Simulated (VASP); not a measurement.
# Mo (P6/mmm) in VASP: further runs

Runs on Mo. Level: PBE. Tasks: single point, relaxation of cell and atoms.

Program: VASP 6.6.1. These are calculated values, not measurements. Logs are shortened: lines on timing, memory, paths and dates and some standing lists are left out, and cuts for length are marked.

### 1 The cell of the first run

It takes space group P6/mmm (No. 191, hexagonal). The conventional cell has a = 2.768 Å, b = 2.768 Å, c = 2.527 Å, α = 90.00°, β = 90.00°, γ = 120.00°. Mo (site symmetry 6/mmm) has 8 Mo at 2.53 to 2.77 Å within 3.3 Å.

### 2 Single point, PBE

INCAR

```
SYSTEM = Mo
ALGO = Fast
EDIFF = 1E-6
ENCUT = 520
GGA = PE
ISIF = 2
ISMEAR = 0
LASPH = .True.
LCHARG = .False.
LREAL = .False.
LWAVE = .False.
NBANDS = 13
NELM = 80
PREC = Accurate
SIGMA = 0.1
```

KPOINTS

```
k-points
0
Gamma
  9 9 6
  0 0 0
```

POSCAR

```
Mo
1.0
    2.7677183262      0.0000000000      0.0000000000
   -1.3838591631      2.3969143810      0.0000000000
    0.0000000000      0.0000000000      2.5274492579
Mo
1
Direct
    0.0000000000      0.0000000000      0.0000000000
```

Potentials or basis: VASP PAW PBE potentials, release 64 (Mo_sv).

The run is started by

```
$ cat potpaw_PBE.64/Mo_sv/POTCAR > POTCAR
$ mpirun -np 1 vasp_std > vasp.out
```

OUTCAR:

```text
SYSTEM = Mo
   EDIFF = 1E-6
   ENCUT = 520
   GGA = PE
   ISIF = 2
   ISMEAR = 0
   LASPH = .True.
   LREAL = .False.
   NELM = 80
   PREC = Accurate

 ion  position               nearest neighbor table
   1  0.000  0.000  0.000-

  LATTYP: Found a hexagonal cell.
 ALAT       =     2.7677183262
 C/A-ratio  =     0.9131887570

  Lattice vectors:

 A1 = (   2.7677183262,   0.0000000000,   0.0000000000)
 A2 = (  -1.3838591631,   2.3969143810,   0.0000000000)
 A3 = (   0.0000000000,   0.0000000000,   2.5274492579)

Analysis of symmetry for initial positions (statically):
=====================================================================
 Subroutine PRICEL returns:
 Original cell was already a primitive cell.

 Routine SETGRP: Setting up the symmetry group for a
 hexagonal supercell.

 Subroutine GETGRP returns: Found 24 space group operations
 (whereof 24 operations were pure point group operations)
 out of a pool of 24 trial point group operations.

The static configuration has the point symmetry D_6h.

Analysis of symmetry for dynamics (positions and initial velocities):
=====================================================================
 Subroutine PRICEL returns:
 Original cell was already a primitive cell.

 Routine SETGRP: Setting up the symmetry group for a
 hexagonal supercell.

 Subroutine GETGRP returns: Found 24 space group operations
 (whereof 24 operations were pure point group operations)
 out of a pool of 24 trial point group operations.

The dynamic configuration has the point symmetry D_6h.

 Subroutine INISYM returns: Found 24 space group operations
 (whereof 24 operations are pure point group operations),
 and found     1 'primitive' translations

----------------------------------------------------------------------------------------

                                     Primitive cell

  volume of cell :      16.7671

  direct lattice vectors                    reciprocal lattice vectors
     2.767718326  0.000000000  0.000000000     0.361308443  0.208601527  0.000000000
    -1.383859163  2.396914381  0.000000000     0.000000000  0.417203054  0.000000000
     0.000000000  0.000000000  2.527449258     0.000000000  0.000000000  0.395655817

  length of vectors
     2.767718326  2.767718326  2.527449258     0.417203054  0.417203054  0.395655817

  position of ions in fractional coordinates (direct lattice)
     0.000000000  0.000000000  0.000000000

  ion indices of the primitive-cell ions
   primitive index   ion index
                 1           1

----------------------------------------------------------------------------------------

 KPOINTS: k-points

Automatic generation of k-mesh.
 Grid dimensions read from file:
 generate k-points for:    9    9    6

 Generating k-lattice:

  Cartesian coordinates                     Fractional coordinates (reciprocal lattice)
     0.040145383  0.023177947  0.000000000     0.111111111 -0.000000000  0.000000000
     0.000000000  0.046355895  0.000000000     0.000000000  0.111111111  0.000000000
     0.000000000  0.000000000  0.065942636     0.000000000  0.000000000  0.166666667

  Length of vectors
     0.046355895  0.046355895  0.065942636

  Shift w.r.t. Gamma in fractional coordinates (k-lattice)
     0.000000000  0.000000000  0.000000000

 Subroutine IBZKPT returns following result:
 ===========================================

 Found     48 irreducible k-points:

 Following reciprocal coordinates:
            Coordinates               Weight
  0.000000  0.000000  0.000000      1.000000
  0.111111  0.000000  0.000000      6.000000
  0.222222  0.000000  0.000000      6.000000
  0.333333  0.000000  0.000000      6.000000
  0.444444  0.000000  0.000000      6.000000
  0.111111  0.111111  0.000000      6.000000
[... 16 lines left out ...]
  0.333333  0.222222  0.166667     24.000000
  0.333333  0.333333  0.166667      4.000000
 [... further k-points ...]
   k-points           NKPTS =     48   k-points in BZ     NKDIM =     48   number of bands    NBANDS=     13
   number of dos      NEDOS =    301   number of ions     NIONS =      1
   total plane-waves  NPLWV =  11520
   dimension x,y,z NGX =    24 NGY =   24 NGZ =   20
   dimension x,y,z NGXF=    48 NGYF=   48 NGZF=   40
   ions per type =               1
   NGX,Y,Z   is equivalent  to a cutoff of  14.42, 14.42, 13.16 a.u.
   NGXF,Y,Z  is equivalent  to a cutoff of  28.83, 28.83, 26.31 a.u.
 SYSTEM =  Mo
   PREC   = accura    normal or accurate (medium, high low for compatibility)
   ISTART =      0    job   : 0-new  1-cont  2-samecut
   ICHARG =      2    charge: 1-file 2-atom 10-const
   ISPIN  =      1    spin polarized calculation?
   LNONCOLLINEAR =      F non collinear calculations
   LSORBIT =      F    spin-orbit coupling
   LASPH  =      T    aspherical Exc in radial PAW
   ENCUT  =  520.0 eV  38.22 Ry    6.18 a.u.   5.15  5.15  4.70*2*pi/ulx,y,z
   NELM   =     80;   NELMIN=  2; NELMDL= -5     # of ELM steps
   EDIFF  = 0.1E-05   stopping-criterion for ELM
   LREAL  =      F    real-space projection
   EDIFFG = 0.1E-04   stopping-criterion for IOM
   NSW    =      0    number of steps for IOM
   IBRION =     -1    ionic relax: 0-MD 1-quasi-New 2-CG
   NFREE  =      0    steps in history (QN), initial steepest desc. (CG)
   ISIF   =      2    stress and relaxation
   ISYM   =      2    0-nonsym 1-usesym 2-fastsym
   POTIM  = 0.5000    time-step for ionic-motion
   TEBEG  =    0.0;   TEEND  =   0.0 temperature during run
   PSTRESS=    0.0 pullay stress
   NELECT =      14.0000    total number of electrons
   NUPDOWN=      -1.0000    fix difference up-down
   EMIN   =  10.00;   EMAX   =-10.00  energy-range for DOS
   EFERMI =   0.00;   METHOD = LEGACY
   ISMEAR =     0;   SIGMA  =   0.10  broadening in eV -4-tet -1-fermi 0-gaus
   EFERMI_NEDOS =   21; number of points for ismear=-14 and -15
   IALGO  =     68    algorithm
   IMIX   =      4    mixing-type and parameters
     AMIX     =   0.40;   BMIX     =  1.00
     AMIX_MAG =   1.60;   BMIX_MAG =  1.00
  volume/ion in A,a.u.               =      16.77       113.15
  Fermi-wavevector in a.u.,A,eV,Ry     =   1.541577  2.913158 32.333697  2.376460
  Thomas-Fermi vector in A             =   2.647503
   LORBIT       =      0    0 simple, 1 ext, 2 COOP (PROOUT), +10 PAW based schemes
   GGA     = PE    functional components
   LHFCALC =     F    Hartree Fock is set to
   AEXX    =    0.0000 exact exchange contribution
   IVDW    =     0    specifies the selected vdW correction
   LEPSILON=     F    determine dielectric tensor
   LRPA    =     F    only Hartree local field effects (RPA)
 non-spin polarized calculation
 RMM-DIIS sequential band-by-band and
 Gauss-broadening in eV      SIGMA  =   0.10
  energy-cutoff  :      520.00
  volume of cell :       16.77
 maximum number of plane-waves:       463
 NGX is ok and might be reduce to    24
   NGX = 11   NGY = 11   NGZ =  9

 number of electron      14.0000000 magnetization

 Free energy of the ion-electron system (eV)
  ---------------------------------------------------
  ext. energy  EPLUGINS =         0.00000000
  ---------------------------------------------------
  free energy    TOTEN  =       -10.12429832 eV

  energy without entropy =      -10.12036272  energy(sigma->0) =      -10.12233052

 E-fermi :  11.2720     XC(G=0): -12.9032

 val. band max:       11.2478560545   @ k =   0.2222   0.1111   0.5000
 cond. band min:      11.3234789374   @ k =   0.3333   0.3333   0.3333
 fundamental gap:      0.0756228829
 Fermi energy:        11.2720175850

 k-point     1 :       0.0000    0.0000    0.0000
  band No.  band energies     occupation
      1     -49.6547      2.00000
      2     -23.0056      2.00000
      3     -23.0056      2.00000
      4     -22.7972      2.00000
      5       4.6457      2.00000
      6       7.0862      2.00000
      7      10.4650      2.00000
      8      10.4650      2.00000
      9      15.5052      0.00000
     10      15.5052      0.00000
     11      24.2119      0.00000
     12      27.6543      0.00000
     13      31.5346      0.00000

 k-point     2 :       0.1111    0.0000    0.0000
  band No.  band energies     occupation
      1     -49.6321      2.00000
      2     -23.1594      2.00000
      3     -23.0402      2.00000
      4     -22.7816      2.00000
      5       5.1002      2.00000
      6       7.2709      2.00000
      7      10.0459      2.00000
      8      10.8881      2.00000
      9      15.0655      0.00000
     10      15.4295      0.00000
     11      25.2017      0.00000
     12      28.5343      0.00000
     13      29.5833      0.00000

 k-point     3 :       0.2222    0.0000    0.0000
  band No.  band energies     occupation
      1     -49.5743      2.00000
      2     -23.5380      2.00000
      3     -23.1268      2.00000
      4     -22.7420      2.00000
      5       6.1486      2.00000
      6       7.6715      2.00000
      7       9.5212      2.00000
      8      12.0844      0.00000
      9      14.1194      0.00000
     10      15.2432      0.00000
     11      25.7133      0.00000
     12      28.4478      0.00000
     13      28.6917      0.00000

 k-point     4 :       0.3333    0.0000    0.0000
  band No.  band energies     occupation
      1     -49.5078      2.00000
      2     -23.9518      2.00000
      3     -23.2237      2.00000
      4     -22.6966      2.00000
      5       6.7837      2.00000
      6       7.7737      2.00000
      7      10.4890      2.00000
      8      13.2311      0.00000
      9      13.7860      0.00000
     10      15.0397      0.00000
     11      23.2497      0.00000
     12      26.5298      0.00000
     13      29.5447      0.00000

 k-point     5 :       0.4444    0.0000    0.0000
  band No.  band energies     occupation
      1     -49.4639      2.00000
      2     -24.2132      2.00000
      3     -23.2861      2.00000
      4     -22.6668      2.00000
      5       6.6083      2.00000
      6       8.0906      2.00000
      7      12.0172      0.00000
      8      12.7227      0.00000
      9      14.9112      0.00000
     10      15.2905      0.00000
     11      21.4235      0.00000
     12      24.7833      0.00000
     13      28.5544      0.00000

 k-point     6 :       0.1111    0.1111    0.0000
  band No.  band energies     occupation
      1     -49.5918      2.00000
      2     -23.4111      2.00000
      3     -23.1152      2.00000
      4     -22.7540      2.00000
      5       5.8866      2.00000
      6       7.6248      2.00000
      7       9.4098      2.00000
      8      11.7906      0.00000
      9      14.4189      0.00000
     10      15.2585      0.00000
     11      26.3700      0.00000
     12      27.4173      0.00000
     13      29.8218      0.00000

 k-point     7 :       0.2222    0.1111    0.0000
  band No.  band energies     occupation
      1     -49.5296      2.00000
      2     -23.7746      2.00000
      3     -23.2399      2.00000
      4     -22.7115      2.00000
      5       6.9282      2.00000
      6       7.9674      2.00000
      7       9.2331      2.00000
      8      13.4585      0.00000
      9      13.6010      0.00000
     10      14.9758      0.00000
     11      24.4695      0.00000
     12      26.0266      0.00000
     13      30.7042      0.00000
[... 193 lines left out ...]
 k-point    20 :       0.3333    0.1111    0.1667
  band No.  band energies     occupation
      1     -49.4112      2.00000
      2     -24.0198      2.00000
      3     -23.2995      2.00000
      4     -23.1395      2.00000
      5       7.5123      2.00000
      6       9.0144      2.00000
      7      10.0069      2.00000
      8      12.8997      0.00000
      9      13.3382      0.00000
     10      16.1699      0.00000
     11      22.6069      0.00000
     12      25.8935      0.00000
     13      28.6626      0.00000

 k-point    21 :       0.4444    0.1111    0.1667
  band No.  band energies     occupation
      1     -49.3894      2.00000
      2     -24.1372      2.00000
      3     -23.3415      2.00000
      4     -23.1215      2.00000
      5       7.3480      2.00000
      6       9.3799      2.00000
      7       9.8178      2.00000
      8      13.1667      0.00000
      9      13.7694      0.00000
     10      17.5023      0.00000
     11      20.7759      0.00000
     12      25.0880      0.00000
     13      29.2669      0.00000

 k-point    22 :       0.2222    0.2222    0.1667
  band No.  band energies     occupation
      1     -49.4153      2.00000
      2     -23.9091      2.00000
      3     -23.3884      2.00000
      4     -23.1428      2.00000
      5       8.4727      2.00000
      6       8.7162      2.00000
      7       9.6834      2.00000
      8      12.0880      0.00000
      9      13.0346      0.00000
     10      16.4887      0.00000
     11      23.6678      0.00000
     12      24.7982      0.00000
     13      28.9060      0.00000

 k-point    23 :       0.3333    0.2222    0.1667
  band No.  band energies     occupation
      1     -49.3820      2.00000
      2     -23.9998      2.00000
      3     -23.5498      2.00000
      4     -23.1153      2.00000
      5       8.4008      2.00000
      6       9.2732      2.00000
      7       9.9367      2.00000
      8      12.3760      0.00000
      9      12.5712      0.00000
     10      18.8148      0.00000
     11      20.9592      0.00000
     12      23.4730      0.00000
     13      29.8854      0.00000

 k-point    24 :       0.3333    0.3333    0.1667
  band No.  band energies     occupation
      1     -49.3704      2.00000
      2     -23.8212      2.00000
      3     -23.8212      2.00000
      4     -23.1057      2.00000
      5       9.1692      2.00000
      6       9.1692      2.00000
      7      10.0065      2.00000
      8      12.1213      0.00000
      9      12.1213      0.00000
     10      19.8942      0.00000
     11      21.3719      0.00000
     12      21.3719      0.00000
     13      31.5340      0.00000

 [... further k-points ...]
[... 5 lines left out ...]
  --------------------------------------------------------------------------------------
  -------------------------------------------------------------------------------------
  Total        0.0450403      0.0450403      0.0456095      0.0000000     -0.0000000      0.0000000
  in kB        4.3038266      4.3038266      4.3582236      0.0000000     -0.0000000      0.0000000
  external PRESSURE =       4.3219589 kB  Pullay stress =       0.0000000 kB

 VOLUME and BASIS-vectors are now :
 -----------------------------------------------------------------------------
  energy-cutoff  :      520.00
  volume of cell :       16.77
      direct lattice vectors                 reciprocal lattice vectors
     2.767718326  0.000000000  0.000000000     0.361308443  0.208601527  0.000000000
    -1.383859163  2.396914381  0.000000000     0.000000000  0.417203054  0.000000000
     0.000000000  0.000000000  2.527449258     0.000000000  0.000000000  0.395655817

 POSITION                                       TOTAL-FORCE (eV/Angst)
 -----------------------------------------------------------------------------------
      0.00000      0.00000      0.00000         0.000000      0.000000      0.000000
 -----------------------------------------------------------------------------------
    total drift:                                0.000000      0.000000      0.000000

  FREE ENERGIE OF THE ION-ELECTRON SYSTEM (eV)
  ---------------------------------------------------
  free  energy   TOTEN  =       -10.1242983197 eV

  energy  without entropy=      -10.1203627184  energy(sigma->0) =      -10.12233052
```

Run time: 6.6 s. Hardware: 1 thread of Intel Xeon 6975P-C, shared host; peak memory 0.13 GiB.

Results:

```
Free energy            : -10.1243 eV
Pressure               : 0.4 GPa
Band gap on the k mesh : zero (band 7 reaches 12.02 eV, above the bottom of band 8 at 10.46 eV)
```

Levels at points of the mesh, in eV from the Fermi level:
```
           k point  band 3  band 4  band 5  band 6  band 7  band 8  band 9  band 10  band 11  band 12
(0.00, 0.00, 0.00)  -34.28  -34.07   -6.63   -4.19   -0.81   -0.81    4.23     4.23    12.94    16.38
(0.00, 0.00, 0.50)  -34.10  -34.10   -3.42    0.09    0.09    0.30    0.67     0.67    10.51    16.27
```

Caveat: the k points lie up to 0.41 Å⁻¹ apart.

### 3 Single point, PBE

This run uses another cell than the first one, of 16.15 Å³/atom, 0.963 times its volume.

INCAR

```
PREC = Accurate ; ENCUT = 520
EDIFF = 1E-6 ; ISMEAR = 0
SIGMA = 0.1 ; LREAL = False
LASPH = True ; NELM = 80
ALGO = Normal ; ISIF = 2
LWAVE = False ; LCHARG = False
GGA = PE ; NBANDS = 13
```

KPOINTS

```
regular mesh
0
Gamma
  9 9 8
```

POSCAR

```
Mo
1.0
    2.7126311043      0.0000000000      0.0000000000
   -1.3563155522      2.3492074474      0.0000000000
    0.0000000000      0.0000000000      2.5346146881
Mo
1
Direct
    0.0000000000      0.0000000000      0.0000000000
```

Potentials or basis: VASP PAW PBE potentials, release 64 (Mo_sv).

The run is started by

```
$ cat potpaw_PBE.64/Mo_sv/POTCAR > POTCAR
$ mpirun -np 1 vasp_std > vasp.out
```

Run time: 7.4 s. Hardware: 1 thread of Intel Xeon 6975P-C, shared host; peak memory 0.13 GiB.

The run converged. Its results:

```yaml
Free_energy: -9.9991 eV
Pressure: 10.2 GPa
Band_gap_on_the_k_mesh: zero (band 7 reaches 12.81 eV, above the bottom of band 8 at 11.04 eV)
```

Stress tensor (GPa, compression positive):
```
10.73  0.00  0.00
 0.00 10.73  0.00
 0.00  0.00  9.14
```

Levels at points of the mesh, in eV from the Fermi level:
```csv
k point,band 3,band 4,band 5,band 6,band 7,band 8,band 9,band 10,band 11,band 12
"(0.00, 0.00, 0.00)",-34.23,-34.23,-6.84,-4.48,-0.90,-0.90,4.26,4.26,13.08,16.03
"(0.00, 0.00, 0.50)",-34.06,-34.06,-3.71,-0.04,-0.04,0.04,0.82,0.82,10.38,16.25
```

[end of part 1 of 3]
